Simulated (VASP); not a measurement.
Here is a VASP 6.6.1 calculation.

POSCAR

```
Li2Se
1.0
    0.0000000000      2.9934588661      2.9934588661
    2.9934588661      0.0000000000      2.9934588661
    2.9934588661      2.9934588661      0.0000000000
Li Se
2 1
Direct
    0.2500000000      0.2500000000      0.2500000000
    0.7500000000      0.7500000000      0.7500000000
    0.0000000000      0.0000000000      0.0000000000
```

The input INCAR.step1:

```
ALGO = Normal ; EDIFF = 1E-5
ENCUT = 650 ; GGA = PE
GGA_COMPAT = False ; ISIF = 2
ISMEAR = 0 ; LASPH = True
LCHARG = False ; LREAL = False
LWAVE = True ; NBANDS = 13
NELM = 120 ; PREC = Accurate
SIGMA = 0.01
```

INCAR.step2

```
ALGO = Normal ; EDIFF = 1E-6
ENCUT = 650 ; GGA = PE
GGA_COMPAT = False ; HFSCREEN = 0.2079
ISIF = 2 ; ISMEAR = 0
ISTART = 1 ; LASPH = True
LCHARG = False ; LHFCALC = True
LREAL = False ; LWAVE = False
NBANDS = 13 ; NELM = 120
PREC = Accurate ; PRECFOCK = Normal
SIGMA = 0.01
```

The input KPOINTS:

```
k-points
0
Gamma
  4 4 4
```

Potentials or basis: VASP PAW PBE potentials, release 64 (Li_sv, Se).

Run with:

```sh
$ cat potpaw_PBE.64/Li_sv/POTCAR potpaw_PBE.64/Se/POTCAR > POTCAR
$ cp INCAR.step1 INCAR
$ mpirun -np 1 vasp_std > vasp.out
$ cp INCAR.step2 INCAR
$ mpirun -np 1 vasp_std > vasp.out
```

Question: Predict the pressure.

Answer: -0.5 GPa.

Question: Estimate the band gap on the k mesh.

Answer: 3.83 eV (least direct gap 4.39 eV).

Caveat: the k points lie up to 0.45 Å⁻¹ apart; the PAW data sets were made with another functional, which shifts forces and pressure a little. A k mesh can miss the band edges.
